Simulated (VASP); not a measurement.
# Tc (Fm-3m) in VASP: further runs

Tc is run at these levels: PBEsol; tasks: single point, relaxation of cell and atoms.

Everything below comes from runs of VASP 6.6.1. Logs are shortened: lines on timing, memory, paths and dates and some standing lists are left out, and cuts for length are marked.

## Step 1: The cell of the first run

It takes space group Fm-3m (No. 225, cubic). The conventional cell has a = 3.835 Å, b = 3.835 Å, c = 3.835 Å, α = 90.00°, β = 90.00°, γ = 90.00°. Tc (site symmetry m-3m) has 12 Tc at 2.71 Å within 3.6 Å.

This isn't the form of Tc at room conditions, which is hcp.

## Step 2: Single point, PBEsol

INCAR reads:

```
PREC = Accurate
ENCUT = 500
EDIFF = 1E-6
ISMEAR = -1
SIGMA = 0.05
LREAL = False
LASPH = True
NELM = 120
ALGO = Normal
ISIF = 2
LWAVE = False
LCHARG = False
GGA = PS
NBANDS = 12
GGA_COMPAT = False
```

KPOINTS reads:

```
regular mesh
0
Gamma
  10 10 10
```

POSCAR reads:

```
Tc
1.0
    0.0000000000      1.9175905500      1.9175905500
    1.9175905500      0.0000000000      1.9175905500
    1.9175905500      1.9175905500      0.0000000000
Tc
1
Direct
    0.0000000000      0.0000000000      0.0000000000
```

Potentials or basis: VASP PAW PBE potentials, release 64 (Tc_pv).

Launch:

```bash
$ cat potpaw_PBE.64/Tc_pv/POTCAR > POTCAR
$ mpirun -np 1 vasp_std > vasp.out
```

OUTCAR:

```text
PREC = Accurate
   ENCUT = 500
   EDIFF = 1E-6
   ISMEAR = -1
   LREAL = False
   LASPH = True
   NELM = 120
   ISIF = 2
   GGA = PS

 ion  position               nearest neighbor table
   1  0.000  0.000  0.000-

  LATTYP: Found a face centered cubic cell.
 ALAT       =     3.8351811000

  Lattice vectors:

 A1 = (   0.0000000000,   1.9175905500,   1.9175905500)
 A2 = (   1.9175905500,   0.0000000000,   1.9175905500)
 A3 = (   1.9175905500,   1.9175905500,   0.0000000000)

Analysis of symmetry for initial positions (statically):
=====================================================================
 Subroutine PRICEL returns:
 Original cell was already a primitive cell.

 Routine SETGRP: Setting up the symmetry group for a
 face centered cubic supercell.

 Subroutine GETGRP returns: Found 48 space group operations
 (whereof 48 operations were pure point group operations)
 out of a pool of 48 trial point group operations.

The static configuration has the point symmetry O_h .

Analysis of symmetry for dynamics (positions and initial velocities):
=====================================================================
 Subroutine PRICEL returns:
 Original cell was already a primitive cell.

 Routine SETGRP: Setting up the symmetry group for a
 face centered cubic supercell.

 Subroutine GETGRP returns: Found 48 space group operations
 (whereof 48 operations were pure point group operations)
 out of a pool of 48 trial point group operations.

The dynamic configuration has the point symmetry O_h .

 Subroutine INISYM returns: Found 48 space group operations
 (whereof 48 operations are pure point group operations),
 and found     1 'primitive' translations

----------------------------------------------------------------------------------------

                                     Primitive cell

  volume of cell :      14.1025

  direct lattice vectors                    reciprocal lattice vectors
     0.000000000  1.917590550  1.917590550    -0.260743880  0.260743880  0.260743880
     1.917590550  0.000000000  1.917590550     0.260743880 -0.260743880  0.260743880
     1.917590550  1.917590550  0.000000000     0.260743880  0.260743880 -0.260743880

  length of vectors
     2.711882563  2.711882563  2.711882563     0.451621648  0.451621648  0.451621648

  position of ions in fractional coordinates (direct lattice)
     0.000000000  0.000000000  0.000000000

  ion indices of the primitive-cell ions
   primitive index   ion index
                 1           1

----------------------------------------------------------------------------------------

 KPOINTS: regular mesh

Automatic generation of k-mesh.
 Grid dimensions read from file:
 generate k-points for:   10   10   10

 Generating k-lattice:

  Cartesian coordinates                     Fractional coordinates (reciprocal lattice)
    -0.026074388  0.026074388  0.026074388     0.100000000  0.000000000  0.000000000
     0.026074388 -0.026074388  0.026074388     0.000000000  0.100000000  0.000000000
     0.026074388  0.026074388 -0.026074388     0.000000000  0.000000000  0.100000000

  Length of vectors
     0.045162165  0.045162165  0.045162165

  Shift w.r.t. Gamma in fractional coordinates (k-lattice)
     0.000000000  0.000000000  0.000000000

 Subroutine IBZKPT returns following result:
 ===========================================

 Found     47 irreducible k-points:

 Following reciprocal coordinates:
            Coordinates               Weight
  0.000000  0.000000  0.000000      1.000000
  0.100000  0.000000  0.000000      8.000000
  0.200000  0.000000  0.000000      8.000000
  0.300000  0.000000  0.000000      8.000000
  0.400000  0.000000  0.000000      8.000000
  0.500000  0.000000  0.000000      4.000000
[... 16 lines left out ...]
  0.300000  0.300000  0.000000      6.000000
  0.400000  0.300000  0.000000     24.000000
 [... further k-points ...]
   k-points           NKPTS =     47   k-points in BZ     NKDIM =     47   number of bands    NBANDS=     12
   number of dos      NEDOS =    301   number of ions     NIONS =      1
   total plane-waves  NPLWV =   8000
   dimension x,y,z NGX =    20 NGY =   20 NGZ =   20
   dimension x,y,z NGXF=    40 NGYF=   40 NGZF=   40
   ions per type =               1
   NGX,Y,Z   is equivalent  to a cutoff of  12.26, 12.26, 12.26 a.u.
   NGXF,Y,Z  is equivalent  to a cutoff of  24.52, 24.52, 24.52 a.u.
 SYSTEM =  unknown system
   PREC   = accura    normal or accurate (medium, high low for compatibility)
   ISTART =      0    job   : 0-new  1-cont  2-samecut
   ICHARG =      2    charge: 1-file 2-atom 10-const
   ISPIN  =      1    spin polarized calculation?
   LNONCOLLINEAR =      F non collinear calculations
   LSORBIT =      F    spin-orbit coupling
   LASPH  =      T    aspherical Exc in radial PAW
   ENCUT  =  500.0 eV  36.75 Ry    6.06 a.u.   4.94  4.94  4.94*2*pi/ulx,y,z
   NELM   =    120;   NELMIN=  2; NELMDL= -5     # of ELM steps
   EDIFF  = 0.1E-05   stopping-criterion for ELM
   LREAL  =      F    real-space projection
   EDIFFG = 0.1E-04   stopping-criterion for IOM
   NSW    =      0    number of steps for IOM
   IBRION =     -1    ionic relax: 0-MD 1-quasi-New 2-CG
   NFREE  =      0    steps in history (QN), initial steepest desc. (CG)
   ISIF   =      2    stress and relaxation
   ISYM   =      2    0-nonsym 1-usesym 2-fastsym
   POTIM  = 0.5000    time-step for ionic-motion
   TEBEG  =    0.0;   TEEND  =   0.0 temperature during run
   PSTRESS=    0.0 pullay stress
   NELECT =      13.0000    total number of electrons
   NUPDOWN=      -1.0000    fix difference up-down
   EMIN   =  10.00;   EMAX   =-10.00  energy-range for DOS
   EFERMI =   0.00;   METHOD = LEGACY
   ISMEAR =    -1;   SIGMA  =   0.05  broadening in eV -4-tet -1-fermi 0-gaus
   EFERMI_NEDOS =   21; number of points for ismear=-14 and -15
   IALGO  =     38    algorithm
   IMIX   =      4    mixing-type and parameters
     AMIX     =   0.40;   BMIX     =  1.00
     AMIX_MAG =   1.60;   BMIX_MAG =  1.00
  volume/ion in A,a.u.               =      14.10        95.17
  Fermi-wavevector in a.u.,A,eV,Ry     =   1.593273  3.010849 34.538626  2.538517
  Thomas-Fermi vector in A             =   2.691528
   LORBIT       =      0    0 simple, 1 ext, 2 COOP (PROOUT), +10 PAW based schemes
[... 43 lines left out ...]

 k-point     2 :       0.1000    0.0000    0.0000
  band No.  band energies     occupation
      1     -25.4535      2.00000
      2     -25.3340      2.00000
      3     -25.3340      2.00000
      4       5.7530      2.00000
      5      10.8638      2.00000
      6      11.2878      2.00000
      7      11.2878      2.00000
      8      13.6765      0.00000
      9      13.6765      0.00000
     10      27.7319      0.00000
     11      31.0265      0.00000
     12      33.3683      0.00000

 k-point     3 :       0.2000    0.0000    0.0000
  band No.  band energies     occupation
      1     -25.8031      2.00000
      2     -25.3788      2.00000
      3     -25.3788      2.00000
      4       6.7774      2.00000
      5      10.5414      2.00000
      6      11.5508      2.00000
      7      11.5508      2.00000
      8      13.6736      0.00000
      9      13.6736      0.00000
     10      28.3716      0.00000
     11      29.7293      0.00000
     12      35.4159      0.00000

 k-point     4 :       0.3000    0.0000    0.0000
  band No.  band energies     occupation
      1     -26.2189      2.00000
      2     -25.4336      2.00000
      3     -25.4336      2.00000
      4       7.4380      2.00000
      5      11.2569      2.00000
      6      11.3815      2.00000
      7      11.3815      2.00000
      8      14.4060      0.00000
      9      14.4060      0.00000
     10      26.5107      0.00000
     11      29.7375      0.00000
     12      37.3601      0.00000

 k-point     5 :       0.4000    0.0000    0.0000
  band No.  band energies     occupation
      1     -26.5440      2.00000
      2     -25.4774      2.00000
      3     -25.4774      2.00000
      4       7.3675      2.00000
      5      11.0587      2.00000
      6      11.0587      2.00000
      7      13.1154      0.02691
      8      15.4310      0.00000
      9      15.4310      0.00000
     10      24.9314      0.00000
     11      27.5779      0.00000
     12      34.4716      0.00000

 k-point     6 :       0.5000    0.0000    0.0000
  band No.  band energies     occupation
      1     -26.6659      2.00000
      2     -25.4942      2.00000
      3     -25.4942      2.00000
      4       7.2687      2.00000
      5      10.9227      2.00000
      6      10.9227      2.00000
      7      14.2293      0.00000
      8      15.9145      0.00000
      9      15.9145      0.00000
     10      24.0053      0.00000
     11      26.6087      0.00000
     12      33.3546      0.00000

 k-point     7 :       0.1000    0.1000    0.0000
  band No.  band energies     occupation
      1     -25.4500      2.00000
      2     -25.3640      2.00000
      3     -25.3640      2.00000
      4       5.8960      2.00000
      5      10.6299      2.00000
      6      11.4460      2.00000
      7      11.4460      2.00000
      8      13.2622      0.00145
      9      13.9702      0.00000
     10      28.0137      0.00000
     11      31.5810      0.00000
     12      32.9655      0.00000

 k-point     8 :       0.2000    0.1000    0.0000
  band No.  band energies     occupation
      1     -25.7094      2.00000
      2     -25.4191      2.00000
      3     -25.3981      2.00000
      4       6.7515      2.00000
      5      10.1756      2.00000
      6      11.7144      2.00000
      7      11.8099      2.00000
      8      12.9898      0.28792
      9      14.1469      0.00000
     10      29.3621      0.00000
     11      29.9455      0.00000
     12      33.8315      0.00000
[... 166 lines left out ...]
 k-point    20 :      -0.4000    0.2000    0.0000
  band No.  band energies     occupation
      1     -26.4904      2.00000
      2     -25.8379      2.00000
      3     -25.5621      2.00000
      4       8.4264      2.00000
      5       9.8305      2.00000
      6      11.6460      2.00000
      7      12.0821      2.00000
      8      15.2965      0.00000
      9      19.5061      0.00000
     10      23.8049      0.00000
     11      28.7012      0.00000
     12      31.2883      0.00000

 k-point    21 :      -0.3000    0.2000    0.0000
  band No.  band energies     occupation
      1     -26.3516      2.00000
      2     -25.8233      2.00000
      3     -25.4955      2.00000
      4       8.7826      2.00000
      5      10.2050      2.00000
      6      10.7455      2.00000
      7      12.1470      2.00000
      8      14.0011      0.00000
      9      18.1875      0.00000
     10      26.2930      0.00000
     11      29.2918      0.00000
     12      30.9880      0.00000

 k-point    22 :      -0.2000    0.2000    0.0000
  band No.  band energies     occupation
      1     -26.1516      2.00000
      2     -25.6954      2.00000
      3     -25.4265      2.00000
      4       8.5935      2.00000
      5       9.8410      2.00000
      6      10.9414      2.00000
      7      12.4249      1.99985
      8      12.8061      1.73784
      9      16.4430      0.00000
     10      28.0024      0.00000
     11      30.7724      0.00000
     12      32.4378      0.00000

 k-point    23 :       0.3000    0.3000    0.0000
  band No.  band energies     occupation
      1     -26.1724      2.00000
      2     -25.6358      2.00000
      3     -25.6358      2.00000
      4       7.8197      2.00000
      5       8.4816      2.00000
      6      12.7863      1.81536
      7      13.9416      0.00000
      8      13.9416      0.00000
      9      15.0637      0.00000
     10      30.6446      0.00000
     11      30.6446      0.00000
     12      30.8602      0.00000

 k-point    24 :       0.4000    0.3000    0.0000
  band No.  band energies     occupation
      1     -26.3461      2.00000
      2     -25.7333      2.00000
      3     -25.6892      2.00000
      4       7.7389      2.00000
      5       8.2677      2.00000
      6      12.7752      1.84960
      7      14.1314      0.00000
      8      15.7819      0.00000
      9      16.0956      0.00000
     10      27.8431      0.00000
     11      29.4180      0.00000
     12      30.2204      0.00000

 [... further k-points ...]
[... 5 lines left out ...]
  --------------------------------------------------------------------------------------
  -------------------------------------------------------------------------------------
  Total       -0.0717028     -0.0717028     -0.0717028      0.0000000      0.0000000     -0.0000000
  in kB       -8.1460847     -8.1460847     -8.1460847      0.0000000      0.0000000     -0.0000000
  external PRESSURE =      -8.1460847 kB  Pullay stress =       0.0000000 kB

 VOLUME and BASIS-vectors are now :
 -----------------------------------------------------------------------------
  energy-cutoff  :      500.00
  volume of cell :       14.10
      direct lattice vectors                 reciprocal lattice vectors
     0.000000000  1.917590550  1.917590550    -0.260743880  0.260743880  0.260743880
     1.917590550  0.000000000  1.917590550     0.260743880 -0.260743880  0.260743880
     1.917590550  1.917590550  0.000000000     0.260743880  0.260743880 -0.260743880

 POSITION                                       TOTAL-FORCE (eV/Angst)
 -----------------------------------------------------------------------------------
      0.00000      0.00000      0.00000         0.000000      0.000000     -0.000000
 -----------------------------------------------------------------------------------
    total drift:                                0.000000     -0.000000     -0.000000

  FREE ENERGIE OF THE ION-ELECTRON SYSTEM (eV)
  ---------------------------------------------------
  free  energy   TOTEN  =       -11.1814776300 eV

  energy  without entropy=      -11.1664957996  energy(sigma->0) =      -11.17398671
```

Wall time 4.3 s (1 thread of Intel Xeon Platinum 8488C (Sapphire Rapids), shared host); peak memory 0.13 GiB.

Results:

| Quantity | Value |
| --- | --- |
| Free energy | -11.1815 eV |
| Pressure | -0.8 GPa |
| Band gap on the k mesh | zero (an odd number of electrons rules out a gap without spin polarisation) |

Caveat: the PAW data sets were made with another functional, which shifts forces and pressure a little.

## Step 3: Relaxation of cell and atoms, PBEsol

This run uses another cell than the first one, of 14.27 Å³/atom.

INCAR reads:

```
PREC = Accurate
ENCUT = 500
EDIFF = 1E-7
ISMEAR = -1
SIGMA = 0.05
LREAL = False
LASPH = True
NELM = 120
ALGO = Normal
ISIF = 3
LWAVE = False
LCHARG = False
GGA = PS
IBRION = 2
NSW = 60
EDIFFG = -0.03
GGA_COMPAT = False
NELMIN = 4
```

KPOINTS is that of step 2.

POSCAR reads:

```
Tc
1.0
    0.0000000000      1.9250000000      1.9250000000
    1.9250000000      0.0000000000      1.9250000000
    1.9250000000      1.9250000000      0.0000000000
Tc
1
Direct
    0.0000000000      0.0000000000      0.0000000000
```

Potentials or basis: VASP PAW PBE potentials, release 64 (Tc_pv).

Launch:

```bash
$ cat potpaw_PBE.64/Tc_pv/POTCAR > POTCAR
$ mpirun -np 1 vasp_std > vasp.out
```

Wall time 9.3 s (1 thread of Intel Xeon Platinum 8488C (Sapphire Rapids), shared host); peak memory 0.13 GiB.

The run converged. Its results:

```yaml
Free_energy: -11.1818 eV
Relaxed_volume: 14.07 Å³/atom
Relaxed_cell: a = 2.710 Å, b = 2.710 Å, c = 2.710 Å, α = 60.00°, β = 60.00°, γ = 60.00°
Space_group_after_relaxing_to_0.1_Å: Fm-3m (No. 225)
Energy_gained_by_relaxing: 2.8 meV/atom
Ionic_steps: 3
Pressure_after_relaxing: -0.1 GPa
Band_gap_on_the_k_mesh: zero (an odd number of electrons rules out a gap without spin polarisation)
```

The path:
| step | energy change (eV) | largest force (eV/Å) | pressure (GPa) | volume (Å³) |
| --- | --- | --- | --- | --- |
| 1 | 0.0000 | 0.0000 | -4.43 | 14.27 |
| 2 | 0.0254 | 0.0000 | 15.68 | 13.47 |
| 3 | -0.0028 | 0.0000 | -0.06 | 14.07 |

Final structure:
```cif
data_structure
_symmetry_space_group_name_H-M 'P 1'
_symmetry_Int_Tables_number 1
_cell_length_a 2.7099
_cell_length_b 2.7099
_cell_length_c 2.7099
_cell_angle_alpha 60.000
_cell_angle_beta 60.000
_cell_angle_gamma 60.000
_cell_volume 14.07
loop_
_atom_site_label
_atom_site_type_symbol
_atom_site_fract_x
_atom_site_fract_y
_atom_site_fract_z
_atom_site_occupancy
Tc1 Tc 0.00000 0.00000 0.00000 1
```

Levels at points of the mesh, in eV from the Fermi level:
```
           k point  band 3  band 4  band 5  band 6  band 7  band 8  band 9  band 10
(0.00, 0.00, 0.00)  -38.21   -7.58   -1.80   -1.80   -1.80    0.90    0.90    14.06
(0.50, 0.00, 0.00)  -38.39   -5.65   -1.99   -1.99    1.33    3.02    3.02    11.14
(0.50, 0.50, 0.00)  -38.70   -6.08   -5.45    2.96    3.63    3.63    4.01    13.24
```

Caveat: the PAW data sets were made with another functional, which shifts forces and pressure a little.

## Step 4: Relaxation of cell and atoms, PBEsol, target pressure 20 GPa, at which the enthalpy is minimised

This run uses another cell than the first one, of 14.27 Å³/atom.

INCAR reads:

```
SYSTEM = Tc
ALGO = Normal ; EDIFF = 1E-7
EDIFFG = -0.03 ; ENCUT = 500
GGA = PS ; GGA_COMPAT = .FALSE.
IBRION = 2 ; ISIF = 3
ISMEAR = -1 ; LASPH = .TRUE.
LCHARG = .FALSE. ; LREAL = .FALSE.
LWAVE = .FALSE. ; NELM = 120
NELMIN = 4 ; NSW = 60
PREC = Accurate ; PSTRESS = 200.0
SIGMA = 0.05
```

KPOINTS reads:

```
k-points
0
G
  10 10 10
  0 0 0
```

POSCAR is that of step 3.

Launch:

```bash
$ cat potpaw_PBE.64/Tc_pv/POTCAR > POTCAR
$ mpirun -np 1 vasp_std > vasp.out
```

Run time: 15 s. Hardware: 1 thread of Intel Xeon Platinum 8488C (Sapphire Rapids), shared host; peak memory 0.13 GiB.

Results (log left out):

```yaml
Free_energy: -11.1373 eV
Relaxed_volume: 13.32 Å³/atom
Relaxed_cell: a = 2.661 Å, b = 2.661 Å, c = 2.661 Å, α = 60.00°, β = 60.00°, γ = 60.00°
Space_group_after_relaxing_to_0.1_Å: Fm-3m (No. 225)
Energy_change_on_relaxing_the_run_minimises_the_enthalpy: +41.8 meV/atom
Ionic_steps: 5
Pressure_after_relaxing: 20.0 GPa
Band_gap_on_the_k_mesh: zero (an odd number of electrons rules out a gap without spin polarisation)
```

The path:
| step | energy change (eV) | largest force (eV/Å) | pressure (GPa) | volume (Å³) |
| --- | --- | --- | --- | --- |
| 1 | 0.0000 | 0.0000 | -4.43 | 14.27 |
| 2 | 1.8195 | 0.0000 | 201.43 | 10.23 |
| 3 | 0.0310 | 0.0000 | 17.21 | 13.41 |
| 4 | 0.0388 | 0.0000 | 19.26 | 13.34 |
| 5 | 0.0418 | 0.0000 | 20.00 | 13.32 |

Final structure:
```
Tc
1.0
     0.00000    1.88142    1.88142
     1.88142    0.00000    1.88142
     1.88142    1.88142    0.00000
Tc
1
Direct
  0.00000 0.00000 0.00000
```

Levels at points of the mesh, in eV from the Fermi level:
```
           k point  band 3  band 4  band 5  band 6  band 7  band 8  band 9  band 10
(0.00, 0.00, 0.00)  -38.13   -7.83   -1.97   -1.97   -1.97    0.97    0.97    14.01
(0.50, 0.00, 0.00)  -38.34   -6.02   -2.18   -2.18    1.48    3.28    3.28    11.96
(0.50, 0.50, 0.00)  -38.71   -6.56   -5.90    3.22    3.94    3.94    4.31    13.66
```

Caveat: the cell is relaxed towards a set pressure, so the run minimises the enthalpy, not the energy; the PAW data sets were made with another functional, which shifts forces and pressure a little.

## Step 5: Summary

```tsv
task	cell	gap on the mesh (eV)	pressure (GPa)
single point	a = 2.712 Å, angles 60.0°, 1 atom	none	-0.8
relaxation of cell and atoms	relaxed from a = 2.722 Å, angles 60.0°, 1 atom	none	-0.1
relaxation of cell and atoms	relaxed to 20 GPa from a = 2.722 Å, angles 60.0°, 1 atom	none	20.0
```

Alike in all rows: level PBEsol; potentials or basis VASP PAW PBE potentials, release 64 (Tc_pv); no spin polarisation; k mesh 10 × 10 × 10; cutoff (eV) 500; smearing fermi-dirac 0.05 eV.

Caveats: the PAW data sets were made with another functional, which shifts forces and pressure a little; the cell is relaxed towards a set pressure, so the run minimises the enthalpy, not the energy (at least some runs).

Absolute energies hang on the potentials; compare differences alone.
